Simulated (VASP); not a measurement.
Here is a VASP 6.6.1 calculation.

POSCAR

```
GaAs
1.0
    0.0000000000      2.7197616916      2.7197616916
    2.7197616916      0.0000000000      2.7197616916
    2.7197616916      2.7197616916      0.0000000000
Ga As
1 1
Direct
    0.0000000000      0.0000000000      0.0000000000
    0.2500000000      0.2500000000      0.2500000000
```

INCAR.step1

```
SYSTEM = GaAs
PREC = Accurate ; ENCUT = 520
EDIFF = 1E-5 ; ISMEAR = 0
SIGMA = 0.01 ; LREAL = .FALSE.
LASPH = .TRUE. ; NELM = 60
ALGO = Normal ; ISIF = 2
LWAVE = .TRUE. ; LCHARG = .FALSE.
GGA = PE ; NBANDS = 16
```

The input INCAR.step2:

```
SYSTEM = GaAs
PREC = Accurate ; ENCUT = 520
EDIFF = 1E-6 ; ISMEAR = 0
SIGMA = 0.01 ; LREAL = .FALSE.
LASPH = .TRUE. ; NELM = 60
ALGO = Normal ; ISIF = 2
LWAVE = .FALSE. ; LCHARG = .FALSE.
GGA = PE ; LHFCALC = .TRUE.
HFSCREEN = 0.2079 ; PRECFOCK = Normal
ISTART = 1 ; NBANDS = 16
```

The input KPOINTS:

```
Automatic mesh
0
G
  6 6 6
  0 0 0
```

Potentials or basis: VASP PAW PBE potentials, release 64 (Ga_d, As).

Launch:

```console
$ cat potpaw_PBE.64/Ga_d/POTCAR potpaw_PBE.64/As/POTCAR > POTCAR
$ cp INCAR.step1 INCAR
$ mpirun -np 1 vasp_std > vasp.out
$ cp INCAR.step2 INCAR
$ mpirun -np 1 vasp_std > vasp.out
```

Problem. Estimate the band gap on the k mesh.

Solution. 1.83 eV (least direct gap 2.43 eV).

Problem. Estimate the pressure.

Solution. 12.5 GPa.

Caveat: the cell differs from its parent crystal (strain -4.0%); the cell stands under pressure; the PAW data sets were made with another functional, which shifts forces and pressure a little. A k mesh can miss the band edges.
